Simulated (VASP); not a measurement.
A run of VASP 6.6.1:

The input INCAR:

```
ALGO = Normal
EDIFF = 1E-6
ENCUT = 600
GGA = PE
GGA_COMPAT = False
ISIF = 2
ISMEAR = 0
IVDW = 12
LASPH = True
LCHARG = True
LELF = True
LREAL = False
LVHAR = True
LWAVE = False
NBANDS = 28
NELM = 120
PREC = Accurate
SIGMA = 0.02
```

The input KPOINTS:

```
k-points
0
Gamma
  8 8 6
```

File POSCAR:

```
PbO
1.0
    3.9532705241      0.0000000000      0.0000000000
    0.0000000000      4.0541192620      0.0000000000
    0.0000000000      0.0000000000      5.0199659985
Pb O
2 2
Direct
    0.0000000000      0.5000000000      0.2376805791
    0.5000000000      0.0000000000      0.7623194209
    0.0000000000      0.0000000000      0.0044672232
    0.5000000000      0.5000000000     -0.0044672232
```

Potentials or basis: VASP PAW PBE potentials, release 64 (Pb_d, O).

Run with:

```console
$ cat potpaw_PBE.64/Pb_d/POTCAR potpaw_PBE.64/O/POTCAR > POTCAR
$ mpirun -np 1 vasp_std > vasp.out
```

Hardware: 1 thread of Oxide Virtual Turin-like Processor (shared host).

How long does it take, and how much memory?

Run time: 3.5 min on 1 thread of Oxide Virtual Turin-like Processor (shared host), peak memory 0.33 GiB. Counts: scf iterations 14, k points 100.
